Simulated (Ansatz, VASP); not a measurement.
**BiRu3 in VASP and in Ansatz**

```
Bi Ru
1.0
     4.02691    0.00000    0.00000
     0.00000    4.02691    0.00000
     0.00000    0.00000    4.02691
Bi Ru
1 3
Direct
  0.00000 0.00000 0.00000
  0.00000 0.50000 0.50000
  0.50000 0.00000 0.50000
  0.50000 0.50000 0.00000
```

Alike in both runs: functional PBE; k mesh 12 × 12 × 12; occupations gaussian, width 0.1 eV; no spin polarisation.

Ansatz relaxed the structure, and its values are those at the end. VASP's run is a single point on that final structure, the one shown.

|  | VASP | Ansatz |
| --- | --- | --- |
| version | VASP 6.6.1 | Ansatz 0.2.0 |
| potentials or method | VASP PAW PBE potentials, release 64 (Bi_d, Ru_pv), cutoff 500 eV | scalar-relativistic, plane waves, PAW |
| valence electrons in the cell | 57 | 63 |

|  | VASP | Ansatz | Ansatz less VASP |
| --- | --- | --- | --- |
| gap on the k mesh at the Fermi level (eV) | none | none | - |
| pressure (GPa) | 0.1 | 0.0 | -0.09 |

A gap of «none» marks a metal or a gap that the smearing closes. The functional is the same, so the differences come from potentials, cutoffs and numerics. VASP's potentials hold 57 valence electrons a cell and Ansatz's 63, so a difference there can come from the potentials and not from the codes.

Neither program's run includes spin-orbit coupling.
